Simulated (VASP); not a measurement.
Zr2Si3:

```
CELL_PARAMETERS angstrom
3.82577 0.00000 0.00000
-1.91288 3.31321 0.00000
0.00000 0.00000 5.95227
ATOMIC_POSITIONS crystal
Zr 0.33333 0.66667 0.24500
Zr 0.66667 0.33333 0.75500
Si 0.00000 0.00000 0.00000
Si 0.33333 0.66667 0.64500
Si 0.66667 0.33333 0.35500
```

| Property | Result |
| --- | --- |
| Program | VASP 6.6.1 |
| Task | relaxation of cell and atoms |
| Functional | PBE |
| Potentials or basis | VASP PAW PBE potentials, release 64 (Zr_sv, Si) |
| Cutoff | 600 eV |
| k mesh | 6 × 6 × 4 |
| Occupations | gaussian, width 0.1 eV |
| Spin | no spin polarisation |

At the start: pressure 52.7 GPa; volume 15.09 Å³/atom.

Question: How do energy, volume and symmetry change on relaxing?

Answer: Over 26 steps the energy falls by 1567.6 meV/atom and the volume is 18.80 Å³/atom (+24.6 %); space group P-3m1 (No. 164, to 0.1 Å) before and after.

Step by step:
```tsv
step	energy change (eV)	largest force (eV/Å)	pressure (GPa)	volume (Å³)
1	0.0000	5.6365	52.73	75.45
2	-1.8481	0.1119	-16.44	143.50
3	-4.5542	1.4012	-3.58	106.14
4	-4.5664	1.5153	-2.19	104.52
5	-4.5668	1.5636	-1.62	103.86
6	-4.8407	1.3639	-0.83	102.04
7	-5.3052	2.6526	4.15	96.56
8	-5.4017	2.6988	3.98	96.64
9	-5.5474	2.4967	3.89	96.83
10	-5.7530	2.3690	2.08	97.97
11	-6.2651	2.1065	-2.79	101.40
12	-6.7603	1.5122	-9.93	108.39
13	-7.0545	1.3927	-8.97	106.28
14	-7.4988	1.0371	-5.36	101.18
15	-7.5351	1.1956	-3.05	98.96
16	-7.5368	1.0553	-3.60	99.44
17	-7.6260	0.8994	-2.34	97.86
18	-7.7582	0.7384	2.24	93.21
19	-7.8078	0.4268	0.59	94.06
20	-7.8225	0.2348	-0.79	94.86
21	-7.8315	0.1935	-0.21	94.30
22	-7.8355	0.1470	0.46	93.67
23	-7.8356	0.1414	0.54	93.59
24	-7.8376	0.0766	-0.04	94.03
25	-7.8377	0.0658	-0.13	94.10
26	-7.8380	0.0215	0.00	94.01
```

Final structure:
```yaml
crystal:
  lattice:
    - [3.74391, 0.00000, 0.00000]
    - [-1.87195, 3.24232, 0.00000]
    - [0.00000, 0.00000, 7.74434]
  atoms:
    - { symbol: Zr, position: [0.33333, 0.66667, 0.19706] }
    - { symbol: Zr, position: [0.66667, 0.33333, 0.80294] }
    - { symbol: Si, position: [0.00000, 0.00000, 0.00000] }
    - { symbol: Si, position: [0.33333, 0.66667, 0.57087] }
    - { symbol: Si, position: [0.66667, 0.33333, 0.42913] }
```

Caveat: the volume moved by over 15 % at a fixed basis, so the end points are rough.
